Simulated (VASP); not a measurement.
Wanted: the native input for a VASP 6.6.1 run.

```yaml
Task: single point
Functional: PBEsol
Potentials_or_basis: VASP PAW PBE potentials, release 64 (Y_sv)
Cutoff: 520 eV
k_mesh: 13 × 13 × 13
Occupations: fermi-dirac, width 0.1 eV
Spin: no spin polarisation
Dipole_correction: no
Further_INCAR_settings: ALGO = Normal; EDIFF = 1e-07; NBANDS = 12
```

The structure of Y lies in POSCAR:

```
Y
1.0
    0.0000000000      1.8363934874      1.8363934874
    1.8363934874      0.0000000000      1.8363934874
    1.8363934874      1.8363934874      0.0000000000
Y
1
Direct
    0.0000000000      0.0000000000      0.0000000000
```

This cell differs from its parent crystal: volume scaled by 0.4.

One way to write it, as run:

INCAR

```
PREC     = Accurate       # precision mode
ENCUT    = 520            # plane-wave cutoff, eV
EDIFF    = 1E-7           # SCF threshold, eV
ISMEAR   = -1             # smearing method
SIGMA    = 0.1            # smearing width, eV
LREAL    = False          # projectors in reciprocal space
LASPH    = True           # aspherical terms in the spheres
NELM     = 80             # most SCF steps
ALGO     = Normal         # electronic algorithm
ISIF     = 2              # what is computed and relaxed
LWAVE    = False          # write WAVECAR
LCHARG   = True           # write CHGCAR
GGA      = PS             # functional
LELF     = True           # ELF
LVHAR    = True         
NBANDS   = 12             # bands
```

KPOINTS

```
regular mesh
0
Gamma
  13 13 13
```

Potentials or basis: VASP PAW PBE potentials, release 64 (Y_sv).

Run with:

```sh
$ cat potpaw_PBE.64/Y_sv/POTCAR > POTCAR
$ mpirun -np 1 vasp_std > vasp.out
```

Results of the run:

```
Pressure : 159.2 GPa
```

Caveat: the PAW data sets were made with another functional, which shifts forces and pressure a little.

Run time: 8.1 s on 1 thread of Intel(R) Xeon(R) 6975P-C (Granite Rapids), with other jobs on the host, peak memory 0.14 GiB.
